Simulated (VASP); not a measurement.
CaGeH6:

```xyz
8
Lattice="2.5869 1.4936 4.4081 -2.5869 1.4936 4.4081 0.0000 -2.9871 4.4081" Properties=species:S:1:pos:R:3 pbc="T T T"
Ca    0.0000    0.0000    6.6122
Ge    0.0000    0.0000    0.0000
H    -0.4419    1.5378    7.7421
H     1.5527   -0.3861    7.7421
H     1.1108    1.1516    5.4823
H    -1.5527    0.3861    5.4823
H     0.4419   -1.5378    5.4823
H    -1.1108   -1.1516    7.7421
```

| Quantity | Value |
| --- | --- |
| Program | VASP 6.6.1 |
| Task | relaxation of cell and atoms |
| Functional | PBEsol |
| Potentials or basis | VASP PAW PBE potentials, release 64 (Ca_sv, Ge_d, H) |
| Cutoff | 600 eV |
| k mesh | 6 × 6 × 6 |
| Occupations | fermi-dirac, width 0.03 eV |
| Spin | no spin polarisation |

At the start: pressure -2.0 GPa; volume 12.77 Å³/atom.

Question: How do energy, volume and symmetry change on relaxing?

Answer: Over 36 steps the energy falls by 241.1 meV/atom and the volume is 9.55 Å³/atom (-25.2 %); space group R-3 (No. 148, to 0.1 Å) before and after.

The path:
```
step  energy change (eV)  largest force (eV/Å)  pressure (GPa)  volume (Å³)
   1              0.0000                2.2703           -1.97       102.19
   2             -1.1497                1.1287           -0.42        99.88
   3             -1.4293                0.2110            2.80        98.08
   4             -1.4318                0.1943            2.46        98.24
   5             -1.4760                0.1581            0.83       101.27
   6             -1.4901                0.1449           -0.17       103.57
   7             -1.4914                0.1440           -0.44       104.36
   8             -1.4990                0.0913           -0.17       104.28
   9             -1.5009                0.1296            0.00       104.22
  10             -1.5084                0.1249           -0.20       104.16
  11             -1.5292                0.1044           -0.72       103.99
  12             -1.5592                0.0384           -1.93       103.64
  13             -1.5403                0.2059           -4.71       102.92
  14             -1.5667                0.0351           -2.71       103.42
  15             -1.5691                0.0344           -2.74       103.28
  16             -1.5762                0.0323           -2.77       102.85
  17             -1.5902                0.0309           -2.89       101.99
  18             -1.6175                0.0387           -3.16       100.30
  19             -1.6657                0.0908           -3.84        96.95
  20             -1.7032                0.3071           -5.65        90.47
  21             -1.7044                0.2143           -4.95        92.67
  22             -1.7629                0.1866           -4.56        89.44
  23             -1.8781                0.1664           -2.88        80.17
  24             -1.8894                0.1863           -1.85        76.36
  25             -1.8894                0.1790           -2.16        77.36
  26             -1.9059                0.1300           -1.48        77.39
  27             -1.9183                0.1504           -0.23        77.43
  28             -1.9235                0.0988           -0.20        77.30
  29             -1.9273                0.0291           -0.34        77.11
  30             -1.9278                0.0139           -0.33        77.02
  31             -1.9285                0.0133           -0.05        76.72
  32             -1.9285                0.0142           -0.05        76.69
  33             -1.9286                0.0160           -0.02        76.62
  34             -1.9286                0.0206            0.08        76.49
  35             -1.9289                0.0112            0.02        76.43
  36             -1.9289                0.0080            0.08        76.40
```

Final structure:
```xyz
8
Lattice="2.2762 1.3142 4.2569 -2.2762 1.3142 4.2569 0.0000 -2.6283 4.2569" Properties=species:S:1:pos:R:3 pbc="T T T"
Ca    0.0000    0.0000    6.3853
Ge    0.0000    0.0000    0.0000
H     1.3058    0.3388    3.2863
H    -0.3595   -1.3002    3.2863
H     0.9463   -0.9615    9.4842
H     0.3595    1.3002    9.4842
H    -1.3058   -0.3388    9.4842
H    -0.9463    0.9615    3.2863
```

Caveat: the volume moved by over 15 % at a fixed basis, so the end points are rough; the PAW data sets were made with another functional, which shifts forces and pressure a little.
